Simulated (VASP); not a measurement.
Write the native input for VASP 6.6.1 that does the following.

```
Task                   : relaxation of the atoms
Functional             : PBE
Potentials or basis    : VASP PAW PBE potentials, release 64 (B, N)
Cutoff                 : 520 eV
k mesh                 : 14 × 14 × 14
Occupations            : fermi-dirac, width 0.02 eV
Spin                   : no spin polarisation
Dipole correction      : no
Further INCAR settings : ALGO = Normal; EDIFF = 1e-07; IBRION = 2; EDIFFG = -0.02; NSW = 80
```

The structure of BN lies in POSCAR:

```
BN
1.0
    0.0000000000      1.8075000000      1.8255750000
    1.8075000000      0.0000000000      1.8255750000
    1.8075000000      1.8075000000      0.0000000000
B N
1 1
Direct
    0.0000000000      0.0000000000      0.0000000000
    0.2500000000      0.2500000000      0.2500000000
```

This cell differs from its parent crystal: z stretched by +1 %.

These files were run (other wordings do the same):

INCAR

```
SYSTEM = BN
PREC = Accurate
ENCUT = 520
EDIFF = 1E-7
ISMEAR = -1
SIGMA = 0.02
LREAL = .FALSE.
LASPH = .TRUE.
NELM = 100
ALGO = Normal
ISIF = 2
LWAVE = .FALSE.
LCHARG = .FALSE.
GGA = PE
IBRION = 2
NSW = 80
EDIFFG = -0.02
```

KPOINTS

```
regular mesh
0
G
  14 14 14
  0 0 0
```

Potentials or basis: VASP PAW PBE potentials, release 64 (B, N).

Run with:

```bash
$ cat potpaw_PBE.64/B/POTCAR potpaw_PBE.64/N/POTCAR > POTCAR
$ mpirun -np 1 vasp_std > vasp.out
```

Results of the run:

| Item | Value |
| --- | --- |
| Pressure after relaxing | -0.5 GPa |
| Band gap on the k mesh | 4.36 eV (least direct gap 8.72 eV) |

Caveat: the cell differs from its parent crystal (z stretched by +1 %).

Run time: 19 s on 1 thread of Intel Xeon 8259CL, on a shared host, peak memory 0.14 GiB.
